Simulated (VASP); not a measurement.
# KCl (I4/mmm) in VASP: single point with PBE

Aim: the single point of KCl with PBE.

Program: VASP 6.6.1. These are calculated values, not measurements. Logs are shortened: lines on timing, memory, paths and dates and some standing lists are left out, and cuts for length are marked.

### 1 The cell of the first run

It takes space group I4/mmm (No. 139, tetragonal). The conventional cell has a = 4.391 Å, b = 4.391 Å, c = 6.521 Å, α = 90.00°, β = 90.00°, γ = 90.00°. Within 4.1 Å of K (site symmetry 4/mmm) lie 6 Cl at 3.11 to 3.26 Å. Within 4.1 Å of Cl (site symmetry 4/mmm) lie 6 K at 3.11 to 3.26 Å.

### 2 Single point, PBE

File INCAR:

```
PREC = Accurate
ENCUT = 520
EDIFF = 1E-6
ISMEAR = 0
SIGMA = 0.05
LREAL = F
LASPH = T
NELM = 60
ALGO = Normal
ISIF = 2
LWAVE = F
LCHARG = F
GGA = PE
NBANDS = 15
```

File KPOINTS:

```
Automatic mesh
0
Gamma
  8 8 8
```

File POSCAR:

```
KCl
1.0
    0.0000000000      3.1051862581      3.2604455710
    3.1051862581      0.0000000000      3.2604455710
    3.1051862581      3.1051862581      0.0000000000
K Cl
1 1
Direct
    0.0000000000      0.0000000000      0.0000000000
    0.5000000000      0.5000000000      0.5000000000
```

Potentials or basis: VASP PAW PBE potentials, release 64 (K_sv, Cl).

On the command line:

```
cat potpaw_PBE.64/K_sv/POTCAR potpaw_PBE.64/Cl/POTCAR > POTCAR
mpirun -np 1 vasp_std > vasp.out
```

OUTCAR:

```text
PREC = Accurate
   ENCUT = 520
   EDIFF = 1E-6
   ISMEAR = 0
   LREAL = F
   LASPH = T
   NELM = 60
   ISIF = 2
   GGA = PE

 ion  position               nearest neighbor table
   1  0.000  0.000  0.000-   2 3.11   2 3.11   2 3.11   2 3.11
   2  0.500  0.500  0.500-   1 3.11   1 3.11   1 3.11   1 3.11

  LATTYP: Found a body centered tetragonal cell.
 ALAT       =     4.3913965199
 C/A-ratio  =     1.4849242405

  Lattice vectors:

 A1 = (  -3.1051862581,   0.0000000000,   3.2604455710)
 A2 = (   3.1051862581,   0.0000000000,   3.2604455710)
 A3 = (   0.0000000000,   3.1051862581,  -3.2604455710)

Analysis of symmetry for initial positions (statically):
=====================================================================
 Subroutine PRICEL returns:
 Original cell was already a primitive cell.

 Routine SETGRP: Setting up the symmetry group for a
 body centered tetragonal supercell.

 Subroutine GETGRP returns: Found 16 space group operations
 (whereof 16 operations were pure point group operations)
 out of a pool of 16 trial point group operations.

The static configuration has the point symmetry D_4h.

Analysis of symmetry for dynamics (positions and initial velocities):
=====================================================================
 Subroutine PRICEL returns:
 Original cell was already a primitive cell.

 Routine SETGRP: Setting up the symmetry group for a
 body centered tetragonal supercell.

 Subroutine GETGRP returns: Found 16 space group operations
 (whereof 16 operations were pure point group operations)
 out of a pool of 16 trial point group operations.

The dynamic configuration has the point symmetry D_4h.

 Subroutine INISYM returns: Found 16 space group operations
 (whereof 16 operations are pure point group operations),
 and found     1 'primitive' translations

----------------------------------------------------------------------------------------

                                     Primitive cell

  volume of cell :      62.8756

  direct lattice vectors                    reciprocal lattice vectors
     0.000000000  3.105186258  3.260445571    -0.161020937  0.161020937  0.153353273
     3.105186258  0.000000000  3.260445571     0.161020937 -0.161020937  0.153353273
     3.105186258  3.105186258  0.000000000     0.161020937  0.161020937 -0.153353273

  length of vectors
     4.502520074  4.502520074  4.391396520     0.274540909  0.274540909  0.274540909

  position of ions in fractional coordinates (direct lattice)
     0.000000000  0.000000000  0.000000000
     0.500000000  0.500000000  0.500000000

  ion indices of the primitive-cell ions
[... 88 lines left out ...]
   EMIN   =  10.00;   EMAX   =-10.00  energy-range for DOS
   EFERMI =   0.00;   METHOD = LEGACY
   ISMEAR =     0;   SIGMA  =   0.05  broadening in eV -4-tet -1-fermi 0-gaus
   EFERMI_NEDOS =   21; number of points for ismear=-14 and -15
   IALGO  =     38    algorithm
   IMIX   =      4    mixing-type and parameters
     AMIX     =   0.40;   BMIX     =  1.00
     AMIX_MAG =   1.60;   BMIX_MAG =  1.00
  volume/ion in A,a.u.               =      31.44       212.15
  Fermi-wavevector in a.u.,A,eV,Ry     =   1.037419  1.960437 14.643101  1.076238
  Thomas-Fermi vector in A             =   2.171856
   LORBIT       =      0    0 simple, 1 ext, 2 COOP (PROOUT), +10 PAW based schemes
   GGA     = PE    functional components
   LHFCALC =     F    Hartree Fock is set to
   AEXX    =    0.0000 exact exchange contribution
   IVDW    =     0    specifies the selected vdW correction
   LEPSILON=     F    determine dielectric tensor
   LRPA    =     F    only Hartree local field effects (RPA)
 non-spin polarized calculation
 Gauss-broadening in eV      SIGMA  =   0.05
  energy-cutoff  :      520.00
  volume of cell :       62.88
 maximum number of plane-waves:      1721
 NGX is ok and might be reduce to    36
   NGX = 17   NGY = 17   NGZ = 17

 number of electron      16.0000000 magnetization

 Free energy of the ion-electron system (eV)
  ---------------------------------------------------
  ext. energy  EPLUGINS =         0.00000000
  ---------------------------------------------------
  free energy    TOTEN  =        -6.79582270 eV

  energy without entropy =       -6.79582270  energy(sigma->0) =       -6.79582270

 E-fermi :  -1.6353     XC(G=0):  -7.4985

 val. band max:       -1.8684007831   @ k =   0.0000   0.0000   0.0000
 cond. band min:       3.2692274247   @ k =   0.0000   0.0000   0.0000
 fundamental gap:      5.1376282078
 Fermi energy:        -1.6353202279

 k-point     1 :       0.0000    0.0000    0.0000
  band No.  band energies     occupation
      1     -29.0923      2.00000
      2     -13.9888      2.00000
      3     -12.5589      2.00000
      4     -12.5525      2.00000
      5     -12.5525      2.00000
      6      -1.8967      2.00000
      7      -1.8684      2.00000
      8      -1.8684      2.00000
      9       3.2692      0.00000
     10       6.3015      0.00000
     11       6.6049      0.00000
     12       6.6049      0.00000
     13       7.2748      0.00000
     14       7.4805      0.00000
[... 401 lines left out ...]
      2     -14.1198      2.00000
      3     -12.5791      2.00000
      4     -12.5660      2.00000
      5     -12.3775      2.00000
      6      -2.6895      2.00000
      7      -2.1585      2.00000
      8      -2.1116      2.00000
      9       5.2548      0.00000
     10       6.0350      0.00000
     11       7.9524      0.00000
     12       8.2456      0.00000
     13       8.3954      0.00000
     14       8.9852      0.00000
     15      10.6113      0.00000

 [... further k-points ...]

------------------------ aborting loop because EDIFF is reached ----------------------------------------

  FORCE on cell =-STRESS in cart. coord.  units (eV):
  Direction    XX          YY          ZZ          XY          YZ          ZX
  --------------------------------------------------------------------------------------
  -------------------------------------------------------------------------------------
  Total        0.4977759      0.4977759     -0.1422701      0.0000000      0.0000000     -0.0000000
  in kB       12.6841734     12.6841734     -3.6252846      0.0000000      0.0000000     -0.0000000
  external PRESSURE =       7.2476874 kB  Pullay stress =       0.0000000 kB

 VOLUME and BASIS-vectors are now :
 -----------------------------------------------------------------------------
  energy-cutoff  :      520.00
  volume of cell :       62.88
      direct lattice vectors                 reciprocal lattice vectors
     0.000000000  3.105186258  3.260445571    -0.161020937  0.161020937  0.153353273
     3.105186258  0.000000000  3.260445571     0.161020937 -0.161020937  0.153353273
     3.105186258  3.105186258  0.000000000     0.161020937  0.161020937 -0.153353273

 POSITION                                       TOTAL-FORCE (eV/Angst)
 -----------------------------------------------------------------------------------
      0.00000      0.00000      0.00000         0.000000      0.000000      0.000000
      3.10519      3.10519      3.26045        -0.000000     -0.000000      0.000000
 -----------------------------------------------------------------------------------
    total drift:                                0.000000      0.000000      0.000000

  FREE ENERGIE OF THE ION-ELECTRON SYSTEM (eV)
  ---------------------------------------------------
  free  energy   TOTEN  =        -6.7958227029 eV

  energy  without entropy=       -6.7958227029  energy(sigma->0) =       -6.79582270
```

Wall time 79 s (1 thread of Intel Xeon 8259CL, shared host); peak memory 0.23 GiB.

What came out:

| Item | Value |
| --- | --- |
| Free energy | -6.7958 eV |
| Pressure | 0.7 GPa |
| Band gap on the k mesh | 5.14 eV |

Levels at points of the mesh, in eV from the valence-band top:
```csv
k point,band 5,band 6,band 7,band 8,band 9,band 10,band 11,band 12
"(0.00, 0.00, 0.00)",-10.68,-0.03,0.00,0.00,5.14,8.17,8.47,8.47
"(0.50, 0.00, 0.00)",-10.44,-1.05,-0.33,-0.33,7.55,8.54,10.46,10.53
"(0.50, 0.50, 0.00)",-10.73,-0.70,-0.19,-0.19,6.58,8.28,9.80,10.14
"(0.50, 0.00, 0.50)",-10.74,-0.64,-0.25,-0.24,6.51,8.31,10.10,10.27
```

 A k mesh can miss the band edges.
